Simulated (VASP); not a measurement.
Runs of VASP 6.6.1 on WSe2. The structure is that of space group P-6m2 (No. 187), or close to it. The cells are those of the table. 

```tsv
cell	gap on the mesh (eV)	largest force (eV/Å)
a = 3.154, b = 3.154, c = 32.737 Å, angles 90.0, 90.0, 120.0°, 3 atoms	1.40	(a)
a = 3.285, b = 3.285, c = 32.737 Å, angles 90.0, 90.0, 120.0°, 3 atoms	1.63	(c)
a = 3.242, b = 3.242, c = 32.737 Å, angles 90.0, 90.0, 120.0°, 3 atoms	(b)	1.51
a = 3.198, b = 3.198, c = 32.737 Å, angles 90.0, 90.0, 120.0°, 3 atoms	1.42	0.84
```

Alike in all rows: task single point; level PBE+D3(BJ); potentials or basis VASP PAW PBE potentials, release 64 (Se, W_sv); no spin polarisation; k mesh 9 × 9 × 1; cutoff (eV) 520; smearing gaussian 0.02 eV.

Fill in the values left out.

(a) 0.57; (b) 1.68; (c) 0.44.

Caveats: spin-orbit coupling is left out, which moves the levels of the heavy elements.

A k mesh can miss the band edges, and the runs leave out spin-orbit coupling on Se, W.
